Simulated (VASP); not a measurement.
# Ge (a cell with a defect) in VASP: a series of runs, part 2 of 2

VASP 6.6.1. Earlier steps stand in the parts before.

## Step 4: Single point, PBE

INCAR

```
ALGO = Normal
EDIFF = 1E-6
ENCUT = 520
GGA = PE
ISIF = 2
ISMEAR = -1
LASPH = T
LCHARG = F
LREAL = Auto
LWAVE = F
NBANDS = 133
NELM = 100
PREC = Accurate
SIGMA = 0.05
```

KPOINTS

```
k-points
0
Gamma
  2 2 2
```

POSCAR

```
Ge
1.0
    0.0000000000      5.6600000000      5.6600000000
    5.6600000000      0.0000000000      5.6600000000
    5.6600000000      5.6600000000      0.0000000000
Ge
17
Direct
   -0.1246643110      0.2616254417     -0.0152473498
    0.1306183746      0.1872791519      0.2436042403
    0.1250441696     -0.1715989399      0.6849558304
   -0.2630388693      0.2659540636      0.7664134276
   -0.0181272085      0.5342579505     -0.0450706714
    0.1411307420      0.8921378092      0.0713427562
   -0.0014752650      0.6051148410      0.4444964664
    0.4349734982      0.6285424028      0.3261219081
    0.6204505300     -0.1282950530     -0.0182067138
    0.6793551237     -0.0631007067      0.2306978799
    0.2402826855      0.1563074205      0.5639752650
    0.4823409894      0.1027296820      0.6964045936
    0.3874823322      0.3771113074      0.2461042403
    0.5889222615      0.6713604240     -0.1557597173
    0.8195583039      0.4956360424      0.3217667845
    0.5188957597      0.6396554770      0.6205918728
    0.8597968198      0.9983127208      0.4263162544
```

Potentials or basis: VASP PAW PBE potentials, release 64 (Ge_d).

Run with:

```sh
> cat potpaw_PBE.64/Ge_d/POTCAR > POTCAR
> mpirun -np 1 vasp_std > vasp.out
```

OUTCAR:

```text
EDIFF = 1E-6
   ENCUT = 520
   GGA = PE
   ISIF = 2
   ISMEAR = -1
   LASPH = T
   LREAL = Auto
   NELM = 100
   PREC = Accurate

 ion  position               nearest neighbor table
   1  0.875  0.262  0.985-   4 2.47   5 2.59   6 2.62
   2  0.131  0.187  0.244-  15 2.55  17 2.65   5 2.74
   3  0.125  0.828  0.685-   5 2.58  16 2.62  11 2.77
   4  0.737  0.266  0.766-   1 2.47  16 2.58
   5  0.982  0.534  0.955-  15 2.47   3 2.58   1 2.59   2 2.74   9 2.80
   6  0.141  0.892  0.071-   1 2.62   7 2.80  17 2.82
   7  0.999  0.605  0.444-  15 2.70  17 2.71  13 2.80   6 2.80
   8  0.435  0.629  0.326-  13 2.63   9 2.65  15 2.70  16 2.80
   9  0.620  0.872  0.982-  12 2.47  14 2.51  10 2.59   8 2.65   5 2.80
  10  0.679  0.937  0.231-   9 2.59  17 2.92
  11  0.240  0.156  0.564-  13 2.36  12 2.41   3 2.77
  12  0.482  0.103  0.696-  11 2.41   9 2.47  17 2.69  14 2.83
  13  0.387  0.377  0.246-  11 2.36   8 2.63   7 2.80
  14  0.589  0.671  0.844-  16 2.28   9 2.51  12 2.83
  15  0.820  0.496  0.322-   5 2.47   2 2.55  16 2.66   8 2.70   7 2.70
  16  0.519  0.640  0.621-  14 2.28   4 2.58   3 2.62  15 2.66   8 2.80
  17  0.860  0.998  0.426-   2 2.65  12 2.69   7 2.71   6 2.82  10 2.92
[... 205 lines left out ...]
  band No.  band energies     occupation
      1     -19.6125      2.00000
      2     -19.4794      2.00000
      3     -19.4615      2.00000
      4     -19.4286      2.00000
      5     -19.4240      2.00000
      6     -19.4152      2.00000
[... 1061 lines left out ...]
    130       8.1731      0.00000
    131       8.4276      0.00000
 [bands above 131 left out]

------------------------ aborting loop because EDIFF is reached ----------------------------------------

  FORCE on cell =-STRESS in cart. coord.  units (eV):
  Direction    XX          YY          ZZ          XY          YZ          ZX
  --------------------------------------------------------------------------------------
  -------------------------------------------------------------------------------------
  Total        5.0119646     10.8909153      4.6079168      4.3160234     -0.4402782      1.7782630
  in kB       22.1431444     48.1166824     20.3580379     19.0684363     -1.9451742      7.8564667
  external PRESSURE =      30.2059549 kB  Pullay stress =       0.0000000 kB

 VOLUME and BASIS-vectors are now :
 -----------------------------------------------------------------------------
  energy-cutoff  :      520.00
  volume of cell :      362.64
      direct lattice vectors                 reciprocal lattice vectors
     0.000000000  5.660000000  5.660000000    -0.088339223  0.088339223  0.088339223
     5.660000000  0.000000000  5.660000000     0.088339223 -0.088339223  0.088339223
     5.660000000  5.660000000  0.000000000     0.088339223  0.088339223 -0.088339223

 POSITION                                       TOTAL-FORCE (eV/Angst)
 -----------------------------------------------------------------------------------
      7.05450     10.52810      6.43520         0.387696      0.340664     -0.105661
      2.43880      2.11810      1.79930        -0.521860      0.678089      0.049561
      8.56560      4.58460      5.39650        -0.027746     -0.543137      0.438369
      5.84320      8.50910      5.67650        -0.964963     -0.263600     -0.575011
      8.42880     10.96230      8.58130        -0.428917     -0.459766      0.286811
      5.45330      1.20260      5.84830        -0.499597     -0.071037     -0.145630
[... 9 lines left out ...]
      7.13300      6.44950      6.55740        -0.885658     -2.144872     -0.247366
      8.06340      7.27940     10.51690         0.404680      0.198260     -0.158179
 -----------------------------------------------------------------------------------
    total drift:                               -0.000075      0.000429      0.001491

  FREE ENERGIE OF THE ION-ELECTRON SYSTEM (eV)
  ---------------------------------------------------
  free  energy   TOTEN  =       -68.9291223138 eV

  energy  without entropy=      -68.8721865929  energy(sigma->0) =      -68.90065445
```

OSZICAR:

```text
N       E                     dE             d eps       ncg     rms          rms(c)
DAV:   1     0.387141063917E+04    0.38714E+04   -0.98810E+04  2354   0.507E+03
DAV:   2     0.817182781973E+03   -0.30542E+04   -0.29789E+04  2128   0.126E+03
DAV:   3     0.636478366650E+02   -0.75353E+03   -0.73271E+03  2144   0.321E+02
DAV:   4    -0.597564062529E+02   -0.12340E+03   -0.11508E+03  2408   0.122E+02
DAV:   5    -0.691173070326E+02   -0.93609E+01   -0.90297E+01  2384   0.329E+01    0.678E+00
DAV:   6    -0.689866251469E+02    0.13068E+00   -0.34540E+00  3560   0.142E+01    0.339E+00
DAV:   7    -0.689210759068E+02    0.65549E-01   -0.77322E-01  2640   0.669E+00    0.888E-01
DAV:   8    -0.689249568654E+02   -0.38810E-02   -0.18076E-01  2496   0.101E+01    0.404E-01
DAV:   9    -0.689264459911E+02   -0.14891E-02   -0.37847E-02  2488   0.368E+00    0.201E-01
DAV:  10    -0.689287963100E+02   -0.23503E-02   -0.27610E-02  2592   0.155E+00    0.863E-02
DAV:  11    -0.689290104569E+02   -0.21415E-03   -0.31565E-03  2304   0.109E+00    0.326E-02
DAV:  12    -0.689290799606E+02   -0.69504E-04   -0.99213E-04  2576   0.410E-01    0.200E-02
DAV:  13    -0.689291062669E+02   -0.26306E-04   -0.39209E-04  2576   0.237E-01    0.104E-02
DAV:  14    -0.689291155300E+02   -0.92631E-05   -0.11312E-04  2304   0.150E-01    0.464E-03
DAV:  15    -0.689291213281E+02   -0.57981E-05   -0.58010E-05  2000   0.799E-02    0.345E-03
DAV:  16    -0.689291223020E+02   -0.97397E-06   -0.15808E-05  1912   0.590E-02    0.158E-03
DAV:  17    -0.689291223138E+02   -0.11787E-07   -0.33544E-06  1768   0.351E-02
   1 F= -.68929122E+02 E0= -.68900654E+02  d E =-.569357E-01
```

It took 8.9 min on 1 thread of AMD EPYC 9R45 (Zen 5), shared host; peak memory 0.57 GiB.

What came out:

| Quantity | Value |
| --- | --- |
| Free energy | -68.9291 eV |
| Pressure | 3.0 GPa |
| Largest force | 2.334 eV/Å |
| Band gap on the k mesh | zero (bands 119 and 120 overlap by 0.32 eV) |

Forces on the atoms (eV/Å):
```
Ge   0.388  0.341 -0.106
Ge  -0.522  0.678  0.050
Ge  -0.028 -0.543  0.438
Ge  -0.965 -0.264 -0.575
Ge  -0.429 -0.460  0.287
Ge  -0.500 -0.071 -0.146
Ge  -0.009 -0.127 -0.080
Ge   0.154  0.014 -0.222
Ge   0.483  0.820  0.248
Ge   0.685  0.488  0.179
Ge   0.196 -0.212 -2.035
Ge   0.313  0.127  0.923
Ge  -0.843 -0.758  1.514
Ge   1.006  1.561  0.163
Ge   0.552  0.352 -0.232
Ge  -0.886 -2.145 -0.247
Ge   0.405  0.198 -0.158
```

Stress tensor (GPa, compression positive):
```
 2.21  1.91  0.79
 1.91  4.81 -0.19
 0.79 -0.19  2.04
```

Levels at points of the mesh, in eV from the Fermi level:
```csv
k point,band 116,band 117,band 118,band 119,band 120,band 121,band 122,band 123
"(0.00, 0.00, 0.00)",-0.50,-0.30,-0.17,0.00,0.29,0.34,0.43,0.77
"(0.50, 0.00, 0.00)",-0.76,-0.55,-0.47,-0.20,0.14,0.33,0.93,0.97
"(0.00, 0.50, 0.00)",-0.86,-0.63,-0.29,0.21,0.33,0.63,0.93,1.06
"(0.00, 0.00, 0.50)",-0.90,-0.67,-0.49,-0.08,0.13,0.45,0.99,1.15
"(0.50, 0.50, 0.50)",-1.10,-0.90,-0.38,-0.24,0.15,0.63,0.95,1.16
"(0.50, 0.50, 0.00)",-0.89,-0.55,-0.41,-0.12,-0.10,0.26,0.54,0.74
"(0.00, 0.50, 0.50)",-0.83,-0.62,-0.50,-0.42,-0.11,0.18,0.63,0.73
"(0.50, 0.00, 0.50)",-0.62,-0.42,-0.34,-0.03,0.11,0.17,0.51,0.84
```

Caveat: the k points lie up to 0.48 Å⁻¹ apart; the atoms stand as in a frame of molecular dynamics.

## Step 5: The runs side by side

```csv
cell,gap on the mesh (eV),pressure (GPa),largest force (eV/Å)
"as given, atomic positions A",0.10,5.8,1.90
"as given, atomic positions B",none,2.9,2.20
"as given, atomic positions C",none,3.0,2.33
```

Alike in all rows: task single point; level PBE; potentials or basis VASP PAW PBE potentials, release 64 (Ge_d); no spin polarisation; k mesh 2 × 2 × 2; cutoff (eV) 520; smearing fermi-dirac 0.05 eV.

Caveats: all runs use coarse meshes; the atoms stand as in a frame of molecular dynamics (at least some runs).

Absolute energies hang on the potentials; compare differences alone.
